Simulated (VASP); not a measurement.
Wanted: the native input for a VASP 6.6.1 run.

| Property | Result |
| --- | --- |
| Task | single point |
| Functional | PBE |
| Potentials or basis | VASP PAW PBE potentials, release 64 (Al, N, Si) |
| Cutoff | 520 eV |
| k mesh | 1 × 1 × 1, shifted |
| Occupations | gaussian, width 0.01 eV |
| Spin | collinear spin |
| Fixed moment | 1 μB |
| Dipole correction | no |
| Further INCAR settings | LREAL = Auto; ALGO = Normal; EDIFF = 1e-06; NBANDS = 90 |

The structure of Al16SiN15 (a cell with a defect) (Si_N) lies in POSCAR:

```
Al16SiN15
1.0
    6.2595139326      0.0000000578      0.0000000000
   -3.1297570163      5.4208980521      0.0000000000
    0.0000000000      0.0000000000     10.0348065068
Al N Si
16 15 1
Direct
    0.3368422427      0.1643731295      0.2510611880
    0.1655467736      0.3353805483      0.5000728183
    0.3304946828      0.1705790313      0.7567006826
    0.1675019638      0.3331680244      1.0077643417
    0.3379901480      0.6705874582      0.2515249574
    0.1966035186      0.8588377883      0.5155012623
    0.3298541947      0.6604070160      0.7567677136
    0.1767229271      0.8373697679      0.9929320691
    0.8304866636      0.1631714720      0.2514200403
    0.6427681508      0.3048508143      0.5153958906
    0.8404125830      0.1709472475      0.7568335223
    0.6633451225      0.3241625692      0.9929849715
    0.8396165167      0.6616476049      0.2006217129
    0.6488180375      0.8519859050      0.5212936124
    0.8338941067      0.6672376531      0.7485077165
    0.6644089331      0.8361453309      0.9949479156
    0.3308010049      0.1708675553      0.4413101674
    0.1691327253      0.3320240477      0.1963986259
    0.3296769930      0.1710811601      0.9410190515
    0.1678283517      0.3326910787      0.6902029355
    0.3318347052      0.6745563459      0.4440680191
    0.1859018408      0.8386109499      0.1774369216
    0.3302917571      0.6601618524      0.9412422164
    0.1762527695      0.8371598160      0.7023732423
    0.8263449057      0.1687803988      0.4439340915
    0.6625601267      0.3154945434      0.1774687855
    0.8401860415      0.1701973809      0.9413570384
    0.6641064259      0.3248783156      0.7023539195
    0.6661009038      0.8349970579      0.1819548029
    0.8334448959      0.6673153100      0.9429037610
    0.6642270162      0.8366525963      0.7048107252
    0.8311351310      0.6705795908      0.4216327549
```

One way to write it, as run:

INCAR

```
SYSTEM = Al16SiN15
ALGO     = Normal         ! electronic algorithm
EDIFF    = 1E-6           ! SCF threshold, eV
ENCUT    = 520            ! plane-wave cutoff, eV
GGA      = PE             ! functional
ISIF     = 2              ! what is computed and relaxed
ISMEAR   = 0              ! smearing method
ISPIN    = 2              ! spin polarisation
LASPH    = .True.         ! aspherical terms in the spheres
LCHARG   = .False.        ! write CHGCAR
LORBIT   = 11             ! projections on sites
LREAL    = Auto         
LWAVE    = .False.        ! write WAVECAR
MAGMOM   = 0 0 0 0 0 0.01 0 0 0 0.01 0 0 0 0.03 0 0 0 0 0 0 0.08 0 0 0.01 0.08 0 0 0.01 0.04 0 0 0.2 ! initial moments
NBANDS   = 90             ! bands
NELM     = 150            ! most SCF steps
NUPDOWN  = 1.0            ! fixed moment
PREC     = Accurate       ! precision mode
SIGMA    = 0.01           ! smearing width, eV
```

KPOINTS

```
Automatic mesh
0
Gamma
  1 1 1
  0.25 0.25 0.25
```

Potentials or basis: VASP PAW PBE potentials, release 64 (Al, N, Si).

The run is started by

```console
$ cat potpaw_PBE.64/Al/POTCAR potpaw_PBE.64/N/POTCAR potpaw_PBE.64/Si/POTCAR > POTCAR
$ mpirun -np 1 vasp_std > vasp.out
```

It gave:

The pressure is 10.1 GPa. The largest force is 0.501 eV/Å and the net moment is 1.00 μB per cell. The site moments are Al -0.00, +0.00, +0.03; N +0.03, -0.00, +0.00, +0.06, +0.01; Si +0.22 μB. The valence electrons inside the program's atomic spheres are Al 0.79, 0.83, 0.81, 0.89, 0.85, 0.78, 0.82; N 3.87, 3.84, 3.88, 3.85, 3.83, 3.86, 3.82; Si 2.02.

Caveat: the k points lie up to 1.16 Å⁻¹ apart; the total moment is fixed, so each spin has its own Fermi level.

Wall time 25 min on 1 thread of AMD EPYC 7R43 64-Core Processor (Zen 3), with other jobs on the host, peak memory 0.66 GiB.
